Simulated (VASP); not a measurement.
Crystal: Ba5HfO2.

```
Ba Hf O
1.0
     3.85000    0.00000    0.00000
    -1.92500    3.33420    0.00000
     0.00000    0.00000   17.50000
Ba Hf O
5 1 2
Cartesian
  0.0000 0.0000 8.7500
  1.9250 1.1114 5.7750
  0.0000 2.2228 11.7250
  0.0000 2.2228 2.7125
  1.9250 1.1114 14.7875
  0.0000 0.0000 0.0000
  1.9250 1.1114 10.2375
  0.0000 2.2228 7.2625
```

| Quantity | Value |
| --- | --- |
| Program | VASP 6.6.1 |
| Task | relaxation of cell and atoms |
| Functional | PBE |
| Potentials or basis | VASP PAW PBE potentials, release 64 (Ba_sv, Hf_pv, O) |
| Cutoff | 600 eV |
| k mesh | 5 × 5 × 1 |
| Occupations | gaussian, width 0.2 eV |
| Spin | no spin polarisation |

At the start: pressure 6.2 GPa; volume 28.08 Å³/atom.

Task: Where does the relaxation end?

Result: Over 11 steps the energy falls by 187.9 meV/atom and the volume is 33.81 Å³/atom (+20.4 %); space group P-3m1 (No. 164, to 0.1 Å) before and after.

The path:
```tsv
step	energy change (eV)	largest force (eV/Å)	pressure (GPa)	volume (Å³)
1	0.0000	1.0933	6.19	224.64
2	-0.9468	1.0671	-0.05	261.62
3	-0.9720	1.0261	-0.98	270.10
4	-1.2189	0.7806	-0.79	269.29
5	-1.4170	0.4278	-0.30	267.76
6	-1.4349	0.3110	-0.06	267.10
7	-1.4788	0.2035	0.22	266.22
8	-1.4885	0.1199	0.44	265.53
9	-1.4985	0.0817	-0.19	271.26
10	-1.4986	0.0855	-0.12	270.63
11	-1.5031	0.0479	-0.07	270.46
```

Final structure:
```cif
data_structure
_symmetry_space_group_name_H-M 'P 1'
_symmetry_Int_Tables_number 1
_cell_length_a 3.9574
_cell_length_b 3.9574
_cell_length_c 19.9415
_cell_angle_alpha 90.000
_cell_angle_beta 90.000
_cell_angle_gamma 120.000
_cell_volume 270.46
loop_
_atom_site_label
_atom_site_type_symbol
_atom_site_fract_x
_atom_site_fract_y
_atom_site_fract_z
_atom_site_occupancy
Ba1 Ba 0.00000 0.00000 0.50000 1
Ba2 Ba 0.66667 0.33333 0.34143 1
Ba3 Ba 0.33333 0.66667 0.65857 1
Ba4 Ba 0.33333 0.66667 0.13732 1
Ba5 Ba 0.66667 0.33333 0.86268 1
Hf1 Hf 0.00000 0.00000 0.00000 1
O1 O 0.66667 0.33333 0.58642 1
O2 O 0.33333 0.66667 0.41358 1
```

Caveat: the k points lie up to 0.37 Å⁻¹ apart in the final cell; the volume moved by over 15 % at a fixed basis, so the end points are rough; the relaxation stopped at a loose force limit of 0.08 eV/Å, so its end isn't a converged minimum.
